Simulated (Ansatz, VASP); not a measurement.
**One calculation of Hf4N, two programs**

```
CELL_PARAMETERS angstrom
6.34235 0.00000 0.00000
0.00000 5.01676 0.00000
0.00000 0.00000 22.16652
ATOMIC_POSITIONS crystal
Hf 0.00000 0.75000 0.18045
Hf 0.50000 0.75000 0.18045
Hf 0.25000 0.25000 0.22175
Hf 0.75000 0.25000 0.22175
Hf 0.25000 0.75000 0.29648
Hf 0.75000 0.75000 0.29648
Hf 0.00000 0.25000 0.33684
Hf 0.50000 0.25000 0.33684
N 0.00000 0.50000 0.49924
N 0.00000 0.50000 0.54887
```

Alike in both runs: task single point; functional PBE; dispersion D3(BJ); k mesh 4 × 6 × 1; occupations gaussian, width 0.1 eV; no spin polarisation.

```csv
,VASP,Ansatz
version,VASP 6.6.1,Ansatz 0.2.0
potentials or method,"VASP PAW PBE potentials, release 64 (Hf_pv, N), cutoff 520 eV","scalar-relativistic, plane waves, PAW"
valence electrons in the cell,90,218
```

VASP gave:

```
gap on the k mesh at the Fermi level (eV) : none
rms of the force components (eV/Å)        : 0.571
```

Q: What did Ansatz give for the same quantities?

A: gap on the k mesh at the Fermi level (eV): none; rms of the force components (eV/Å): 0.118.

Atom by atom the forces differ by 0.463 eV/Å (rms over components). A gap of «none» marks a metal or a gap that the smearing closes. One of these differences is far larger than is usual between the two programs; its cause wasn't traced. VASP's potentials hold 90 valence electrons a cell and Ansatz's 218, so a difference there can come from the potentials and not from the codes.

Neither program's run includes spin-orbit coupling. Noted on VASP's run: the standard files for N, O and F lose accuracy on very short bonds.
